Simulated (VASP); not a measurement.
A run of VASP 6.6.1 is set up as follows.

File INCAR:

```
SYSTEM = Tl
PREC = Accurate ; ENCUT = 520
EDIFF = 1E-7 ; ISMEAR = -1
SIGMA = 0.025 ; LREAL = .FALSE.
LASPH = .TRUE. ; NELM = 150
ALGO = Fast ; ISIF = 2
LWAVE = .FALSE. ; LCHARG = .FALSE.
MAGMOM = 0 0 0 ; LORBIT = 11
LSORBIT = .TRUE. ; GGA_COMPAT = .FALSE.
LORBMOM = .TRUE. ; GGA = PS
NBANDS = 24
```

File KPOINTS:

```
regular mesh
0
G
  10 10 10
  0 0 0
```

Contents of POSCAR:

```
Tl
1.0
   -1.9559951735      1.9559951735      1.9559951735
    1.9559951735     -1.9559951735      1.9559951735
    1.9559951735      1.9559951735     -1.9559951735
Tl
1
Direct
    0.0000000000      0.0000000000      0.0000000000
```

Potentials or basis: VASP PAW PBE potentials, release 64 (Tl_d).

Run with:

```console
$ cat potpaw_PBE.64/Tl_d/POTCAR > POTCAR
$ mpirun -np 1 vasp_ncl > vasp.out
```

Task: What does it give for the pressure?

Result: -2.0 GPa.

Task: Predict the net moment.

Result: 0.00 μB per cell.

Moments on the atoms (μB; x, y, z):
```
Tl  0.00 0.00 0.00
```

Caveat: the PAW data sets were made with another functional, which shifts forces and pressure a little.
